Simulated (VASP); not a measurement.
Crystal: MgSi3N2.

```
Mg Si N
1.0
     5.02688    0.00000    0.00000
    -2.51344    4.35341    0.00000
     0.00000    0.00000    3.53073
Mg Si N
1 3 2
Cartesian
  0.0000 0.0000 3.1382
  1.2567 2.1767 1.6224
  2.5134 0.0000 1.6224
  -1.2567 2.1767 1.6224
  2.5134 1.4511 3.4006
  0.0000 2.9023 3.4006
```

The cell was generated, and may not be a known phase.

```yaml
Program: VASP 6.6.1
Task: relaxation of cell and atoms
Functional: PBE
Potentials_or_basis: VASP PAW PBE potentials, release 64 (Mg, Si, N)
Cutoff: 600 eV
k_mesh: 6 × 6 × 6
Occupations: gaussian, width 0.1 eV
Spin: no spin polarisation
```

At the start: pressure -6.1 GPa; volume 12.88 Å³/atom.

Where does the relaxation end?

Over 45 steps the energy falls by 443.2 meV/atom and the volume is 16.63 Å³/atom (+29.1 %); space group P6mm (No. 183, to 0.1 Å) before and after.

The path:
| step | energy change (eV) | largest force (eV/Å) | pressure (GPa) | volume (Å³) |
| --- | --- | --- | --- | --- |
| 1 | 0.0000 | 0.3676 | -6.10 | 77.27 |
| 3 | -0.3279 | 0.6588 | 5.10 | 70.08 |
| 5 | -1.2752 | 0.4296 | 5.74 | 71.06 |
| 7 | -1.3366 | 0.2795 | 5.92 | 71.01 |
| 9 | -1.4065 | 0.7696 | -4.13 | 78.43 |
| 11 | -1.5319 | 0.6842 | -0.96 | 77.09 |
| 13 | -0.6456 | 2.8329 | 15.31 | 88.17 |
| 15 | -1.8550 | 0.6629 | 3.30 | 83.31 |
| 17 | -1.8952 | 0.6421 | 0.68 | 86.50 |
| 19 | -1.9319 | 0.5946 | -1.42 | 86.82 |
| 21 | -2.0320 | 0.3579 | 1.10 | 82.28 |
| 23 | -2.1839 | 0.3420 | 2.25 | 82.65 |
| 25 | -2.2215 | 0.3539 | 3.25 | 82.75 |
| 27 | -2.3986 | 0.6123 | -0.50 | 89.87 |
| 29 | -2.5106 | 0.7320 | 1.12 | 93.82 |
| 31 | -2.5905 | 0.4863 | 1.17 | 98.67 |
| 33 | -2.6090 | 0.4116 | 0.02 | 102.57 |
| 35 | -2.6296 | 0.2031 | -1.38 | 103.23 |
| 37 | -2.6477 | 0.2423 | 0.12 | 101.11 |
| 39 | -2.6542 | 0.1616 | 0.28 | 101.15 |
| 41 | -2.6560 | 0.0381 | -0.36 | 101.51 |
| 43 | -2.6587 | 0.0197 | -0.16 | 100.44 |
| 45 | -2.6592 | 0.0283 | -0.01 | 99.76 |

Final structure:
```
Mg Si N
1.0
     5.18460    0.00000    0.00000
    -2.59230    4.49000    0.00000
     0.00000    0.00000    4.28557
Mg Si N
1 3 2
Cartesian
  0.0000 0.0000 2.9663
  1.2962 2.2450 1.6961
  2.5923 0.0000 1.6961
  -1.2962 2.2450 1.6961
  2.5923 1.4967 0.6732
  0.0000 2.9933 0.6732
```

Caveat: the volume moved by over 15 % at a fixed basis, so the end points are rough.
